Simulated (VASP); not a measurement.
# WC (P1) in VASP: single point with PBE-based screened hybrid with 10 % exact exchange

Aim: the single point of WC with PBE-based screened hybrid with 10 % exact exchange.

Everything below comes from runs of VASP 6.6.1. Logs are shortened: lines on timing, memory, paths and dates and some standing lists are left out, and cuts for length are marked.

## (1) The cell of the first run

The typed cell holds 2 atoms: a = 2.901 Å, b = 2.901 Å, c = 2.829 Å, α = 90.00°, β = 90.00°, γ = 120.00°.

## (2) Single point, PBE-based screened hybrid with 10 % exact exchange

POSCAR

```
WC
1.0
    2.9005014400      0.0000000000      0.0000000000
   -1.4502507200      2.5119079300      0.0000000000
    0.0000000000      0.0000000000      2.8290000000
W C
1 1
Direct
    0.0139390700      0.0093997200      0.9766879900
    0.6527275900      0.3239336100      0.5233120100
```

INCAR.step1

```
SYSTEM = WC
PREC = Accurate
ENCUT = 520
EDIFF = 1E-5
ISMEAR = -1
SIGMA = 0.05
LREAL = .FALSE.
LASPH = .TRUE.
NELM = 100
ALGO = Normal
ISIF = 2
LWAVE = .TRUE.
LCHARG = .FALSE.
NBANDS = 16
GGA = PE
KPAR = 4
```

INCAR.step2

```
SYSTEM = WC
PREC = Accurate
ENCUT = 520
EDIFF = 1E-6
ISMEAR = -1
SIGMA = 0.05
LREAL = .FALSE.
LASPH = .TRUE.
NELM = 100
ALGO = Normal
ISIF = 2
LWAVE = .FALSE.
LCHARG = .FALSE.
GGA = PE
LHFCALC = .TRUE.
AEXX = 0.1
HFSCREEN = 0.2
PRECFOCK = Normal
NBANDS = 16
ISTART = 1
KPAR = 4
```

KPOINTS

```
regular mesh
0
G
  6 6 5
  0 0 0
```

Potentials or basis: VASP PAW PBE potentials, release 64 (W_sv, C).

Command:

```console
cat potpaw_PBE.64/W_sv/POTCAR potpaw_PBE.64/C/POTCAR > POTCAR
cp INCAR.step1 INCAR
mpirun -np 4 vasp_std > vasp.out
cp INCAR.step2 INCAR
mpirun -np 4 vasp_std > vasp.out
```

OUTCAR:

```text
SYSTEM = WC
   PREC = Accurate
   ENCUT = 520
   EDIFF = 1E-6
   ISMEAR = -1
   LREAL = .FALSE.
   LASPH = .TRUE.
   NELM = 100
   ISIF = 2
   GGA = PE
   LHFCALC = .TRUE.
   AEXX = 0.1
   HFSCREEN = 0.2
   PRECFOCK = Normal
   ISTART = 1

 ion  position               nearest neighbor table
   1  0.014  0.009  0.977-   2 2.05   2 2.13   2 2.15   2 2.23   2 2.30   2 2.31
   2  0.653  0.324  0.523-   1 2.05   1 2.13   1 2.15   1 2.23   1 2.30   1 2.31

  LATTYP: Found a hexagonal cell.
 ALAT       =     2.9005014400
 C/A-ratio  =     0.9753485935

  Lattice vectors:

 A1 = (   2.9005014400,   0.0000000000,   0.0000000000)
 A2 = (  -1.4502507200,   2.5119079300,   0.0000000000)
 A3 = (   0.0000000000,   0.0000000000,   2.8290000000)

Analysis of symmetry for initial positions (statically):
=====================================================================
 Subroutine PRICEL returns:
 Original cell was already a primitive cell.

 Routine SETGRP: Setting up the symmetry group for a
 hexagonal supercell.

 Subroutine GETGRP returns: Found  1 space group operations
 (whereof  1 operations were pure point group operations)
 out of a pool of 24 trial point group operations.

The static configuration has the point symmetry C_1 .

Analysis of symmetry for dynamics (positions and initial velocities):
=====================================================================
 Subroutine PRICEL returns:
 Original cell was already a primitive cell.

 Routine SETGRP: Setting up the symmetry group for a
 hexagonal supercell.

 Subroutine GETGRP returns: Found  1 space group operations
 (whereof  1 operations were pure point group operations)
 out of a pool of 24 trial point group operations.

The dynamic configuration has the point symmetry C_1 .

 Subroutine INISYM returns: Found  1 space group operations
 (whereof  1 operations are pure point group operations),
 and found     1 'primitive' translations

----------------------------------------------------------------------------------------

                                     Primitive cell

  volume of cell :      20.6115

  direct lattice vectors                    reciprocal lattice vectors
     2.900501440  0.000000000  0.000000000     0.344767972  0.199051882  0.000000000
    -1.450250720  2.511907930  0.000000000     0.000000000  0.398103763  0.000000000
     0.000000000  0.000000000  2.829000000     0.000000000  0.000000000  0.353481796

  length of vectors
     2.900501440  2.900501439  2.829000000     0.398103763  0.398103763  0.353481796

  position of ions in fractional coordinates (direct lattice)
     0.013939070  0.009399720  0.976687990
     0.652727590  0.323933610  0.523312010

  ion indices of the primitive-cell ions
   primitive index   ion index
                 1           1
                 2           2

----------------------------------------------------------------------------------------

 KPOINTS: regular mesh

Automatic generation of k-mesh.
 Grid dimensions read from file:
 generate k-points for:    6    6    5

 Generating k-lattice:

  Cartesian coordinates                     Fractional coordinates (reciprocal lattice)
     0.057461329  0.033175314  0.000000000     0.166666667 -0.000000000  0.000000000
     0.000000000  0.066350627  0.000000000     0.000000000  0.166666667  0.000000000
     0.000000000  0.000000000  0.070696359     0.000000000  0.000000000  0.200000000

  Length of vectors
     0.066350627  0.066350627  0.070696359

  Shift w.r.t. Gamma in fractional coordinates (k-lattice)
     0.000000000  0.000000000  0.000000000

 Subroutine IBZKPT returns following result:
 ===========================================

 Found     92 irreducible k-points:

 Following reciprocal coordinates:
            Coordinates               Weight
  0.000000  0.000000  0.000000      1.000000
  0.166667  0.000000  0.000000      2.000000
  0.000000  0.166667  0.000000      2.000000
 -0.166667  0.166667  0.000000      2.000000
  0.333333  0.000000  0.000000      2.000000
  0.000000  0.333333  0.000000      2.000000
[... 16 lines left out ...]
  0.000000  0.166667  0.200000      2.000000
 -0.166667  0.166667  0.200000      2.000000
 [... further k-points ...]
   k-points           NKPTS =     92   k-points in BZ     NKDIM =    180   number of bands    NBANDS=     16
   number of dos      NEDOS =    301   number of ions     NIONS =      2
   total plane-waves  NPLWV =  13824
   dimension x,y,z NGX =    24 NGY =   24 NGZ =   24
   dimension x,y,z NGXF=    48 NGYF=   48 NGZF=   48
   ions per type =               1   1
   NGX,Y,Z   is equivalent  to a cutoff of  13.76, 13.76, 14.10 a.u.
   NGXF,Y,Z  is equivalent  to a cutoff of  27.51, 27.51, 28.21 a.u.
 SYSTEM =  WC
   PREC   = accura    normal or accurate (medium, high low for compatibility)
   ISTART =      1    job   : 0-new  1-cont  2-samecut
   ICHARG =      0    charge: 1-file 2-atom 10-const
   ISPIN  =      1    spin polarized calculation?
   LNONCOLLINEAR =      F non collinear calculations
   LSORBIT =      F    spin-orbit coupling
   LASPH  =      T    aspherical Exc in radial PAW
   ENCUT  =  520.0 eV  38.22 Ry    6.18 a.u.   5.39  5.39  5.26*2*pi/ulx,y,z
   NELM   =    100;   NELMIN=  2; NELMDL=  0     # of ELM steps
   EDIFF  = 0.1E-05   stopping-criterion for ELM
   LREAL  =      F    real-space projection
   EDIFFG = 0.1E-04   stopping-criterion for IOM
   NSW    =      0    number of steps for IOM
   IBRION =     -1    ionic relax: 0-MD 1-quasi-New 2-CG
   NFREE  =      0    steps in history (QN), initial steepest desc. (CG)
   ISIF   =      2    stress and relaxation
   ISYM   =      3    0-nonsym 1-usesym 2-fastsym
   POTIM  = 0.5000    time-step for ionic-motion
   TEBEG  =    0.0;   TEEND  =   0.0 temperature during run
   PSTRESS=    0.0 pullay stress
   NELECT =      18.0000    total number of electrons
   NUPDOWN=      -1.0000    fix difference up-down
   EMIN   =  10.00;   EMAX   =-10.00  energy-range for DOS
   EFERMI =   0.00;   METHOD = LEGACY
   ISMEAR =    -1;   SIGMA  =   0.05  broadening in eV -4-tet -1-fermi 0-gaus
   EFERMI_NEDOS =   21; number of points for ismear=-14 and -15
   IALGO  =     38    algorithm
   IMIX   =      1    mixing-type and parameters
     AMIX     =   0.40;   BMIX     =  1.00
     AMIX_MAG =   1.60;   BMIX_MAG =  1.00
  volume/ion in A,a.u.               =      10.31        69.55
  Fermi-wavevector in a.u.,A,eV,Ry     =   1.564813  2.957068 33.315762  2.448639
  Thomas-Fermi vector in A             =   2.667381
   LORBIT       =      0    0 simple, 1 ext, 2 COOP (PROOUT), +10 PAW based schemes
   GGA     = PE    functional components
   LHFCALC =     T    Hartree Fock is set to
   PRECFOCK=normal    Normal, Fast or Accurate (Low or Medium for compatibility)
   ENCUT4O =  -1.0   cutoff for four orbital integrals eV
   NKREDX  =     1    reduce k-point grid by
   NKREDY  =     1    reduce k-point grid by
   NKREDZ  =     1    reduce k-point grid by
   AEXX    =    0.1000 exact exchange contribution
   HFSCREEN=    0.2000 screening length (either q_TF or 0.3 A-1)
   HFSCREENC=   0.2000 screening length for correlation (either q_TF or 0.3 A-1)
   ENCUTFOCK=  -1.0 apply spherical cutoff to Coloumb kernel
   IVDW    =     0    specifies the selected vdW correction
   LEPSILON=     F    determine dielectric tensor
   LRPA    =     F    only Hartree local field effects (RPA)
 non-spin polarized calculation
  energy-cutoff  :      520.00
  volume of cell :       20.61
 maximum number of plane-waves:       575
 NGX is ok and might be reduce to    24
  NGX = 18; NGY = 18; NGZ = 16

 number of electron      18.0000001 magnetization

 Free energy of the ion-electron system (eV)
  ---------------------------------------------------
  ext. energy  EPLUGINS =         0.00000000
  ---------------------------------------------------
  free energy    TOTEN  =       -23.68149372 eV

  energy without entropy =      -23.67780664  energy(sigma->0) =      -23.67965018

 E-fermi :  11.3593     XC(G=0): -12.7916

 val. band max:       11.3048656732   @ k =   0.0000   0.5000   0.4000
 cond. band min:      11.4063708622   @ k =  -0.1667   0.1667   0.4000
 fundamental gap:      0.1015051890
 Fermi energy:        11.3592506535

 k-point     1 :       0.0000    0.0000    0.0000
  band No.  band energies     occupation
      1     -64.5203      2.00000
      2     -27.9159      2.00000
      3     -27.8029      2.00000
      4     -27.7982      2.00000
      5      -4.1505      2.00000
      6       6.2270      2.00000
[... 8 lines left out ...]
     15      25.4750      0.00000
     16      27.9065      0.00000

 k-point     2 :       0.1667    0.0000    0.0000
  band No.  band energies     occupation
      1     -64.5040      2.00000
      2     -28.0406      2.00000
      3     -27.8822      2.00000
      4     -27.8521      2.00000
      5      -3.3988      2.00000
      6       5.8455      2.00000
[... 8 lines left out ...]
     15      25.4461      0.00000
     16      29.4202      0.00000

 k-point     3 :       0.0000    0.1667    0.0000
  band No.  band energies     occupation
      1     -64.5041      2.00000
      2     -28.0329      2.00000
      3     -27.8849      2.00000
      4     -27.8545      2.00000
      5      -3.4345      2.00000
      6       5.9080      2.00000
[... 8 lines left out ...]
     15      24.8705      0.00000
     16      29.3218      0.00000

 k-point     4 :      -0.1667    0.1667    0.0000
  band No.  band energies     occupation
      1     -64.5041      2.00000
      2     -28.0353      2.00000
      3     -27.8851      2.00000
      4     -27.8526      2.00000
      5      -3.4262      2.00000
      6       5.8956      2.00000
[... 8 lines left out ...]
     15      24.9860      0.00000
     16      29.1954      0.00000
[... 324 lines left out ...]
 k-point    22 :       0.1667    0.0000    0.2000
  band No.  band energies     occupation
      1     -64.4886      2.00000
      2     -28.1685      2.00000
      3     -28.0065      2.00000
      4     -27.8263      2.00000
      5      -2.5585      2.00000
      6       5.5463      2.00000
[... 8 lines left out ...]
     15      24.7927      0.00000
     16      30.0006      0.00000

 k-point    23 :       0.0000    0.1667    0.2000
  band No.  band energies     occupation
      1     -64.4887      2.00000
      2     -28.1695      2.00000
      3     -28.0012      2.00000
      4     -27.8281      2.00000
      5      -2.5822      2.00000
      6       5.9042      2.00000
[... 8 lines left out ...]
     15      25.4336      0.00000
     16      29.6235      0.00000

 k-point    24 :      -0.1667    0.1667    0.2000
  band No.  band energies     occupation
      1     -64.4887      2.00000
      2     -28.1706      2.00000
      3     -28.0018      2.00000
      4     -27.8269      2.00000
      5      -2.5680      2.00000
      6       5.6354      2.00000
[... 8 lines left out ...]
     15      25.0036      0.00000
     16      29.5250      0.00000

 [... further k-points ...]

------------------------ aborting loop because EDIFF is reached ----------------------------------------

  FORCE on cell =-STRESS in cart. coord.  units (eV):
  Direction    XX          YY          ZZ          XY          YZ          ZX
  --------------------------------------------------------------------------------------
  -------------------------------------------------------------------------------------
  Total        1.5941805      1.0055471      1.4696968      0.3183822     -0.3417162     -0.4352995
  in kB      123.9191205     78.1633628    114.2427348     24.7485381    -26.5623441    -33.8367771
  external PRESSURE =     105.4417394 kB  Pullay stress =       0.0000000 kB

 VOLUME and BASIS-vectors are now :
 -----------------------------------------------------------------------------
  energy-cutoff  :      520.00
  volume of cell :       20.61
      direct lattice vectors                 reciprocal lattice vectors
     2.900501440  0.000000000  0.000000000     0.344767972  0.199051882  0.000000000
    -1.450250720  2.511907930  0.000000000     0.000000000  0.398103763  0.000000000
     0.000000000  0.000000000  2.829000000     0.000000000  0.000000000  0.353481796

 POSITION                                       TOTAL-FORCE (eV/Angst)
 -----------------------------------------------------------------------------------
      0.02680      0.02361      2.76305        -1.057581     -0.865711      1.912174
      1.42345      0.81369      1.48045         1.057581      0.865711     -1.912174
 -----------------------------------------------------------------------------------
    total drift:                               -0.000060     -0.000065      0.000233

  FREE ENERGIE OF THE ION-ELECTRON SYSTEM (eV)
  ---------------------------------------------------
  free  energy   TOTEN  =       -23.6814937179 eV

  energy  without entropy=      -23.6778066444  energy(sigma->0) =      -23.67965018
```

It took 35 min on 4 MPI ranks of AMD EPYC 7R43 (Zen 3), shared host; peak memory 0.23 GiB.

Results:

| Property | Result |
| --- | --- |
| Free energy | -23.6815 eV |
| Pressure | 10.5 GPa |
| Largest force | 2.350 eV/Å |
| Band gap on the k mesh | zero (bands 9 and 10 overlap by 0.84 eV) |

Forces on the atoms (eV/Å):
```
W   -1.058 -0.866  1.912
C    1.058  0.866 -1.912
```

Stress tensor (GPa, compression positive):
```
12.39  2.47 -3.38
 2.47  7.82 -2.66
-3.38 -2.66 11.42
```

Levels at points of the mesh, in eV from the Fermi level:
| k point | band 5 | band 6 | band 7 | band 8 | band 9 | band 10 | band 11 | band 12 | band 13 | band 14 |
| --- | --- | --- | --- | --- | --- | --- | --- | --- | --- | --- |
| (0.00, 0.00, 0.00) | -15.51 | -5.13 | -4.06 | -3.86 | 0.12 | 3.03 | 3.28 | 5.45 | 6.32 | 6.76 |
| (0.50, 0.00, 0.00) | -11.85 | -7.98 | -4.47 | -3.89 | -0.98 | 2.62 | 4.50 | 4.82 | 6.84 | 10.56 |
| (0.00, 0.50, 0.00) | -12.20 | -7.59 | -4.41 | -3.63 | -1.08 | 2.52 | 4.67 | 5.01 | 6.19 | 10.39 |
| (0.50, 0.50, 0.00) | -12.12 | -7.67 | -4.43 | -3.73 | -1.00 | 2.54 | 4.62 | 4.99 | 6.36 | 10.41 |

Caveat: the k points lie up to 0.44 Å⁻¹ apart, too coarse for converged energies and pressures of a metal; the PAW data sets were made with another functional, which shifts forces and pressure a little; spin-orbit coupling is left out, which moves the levels of the heavy elements.
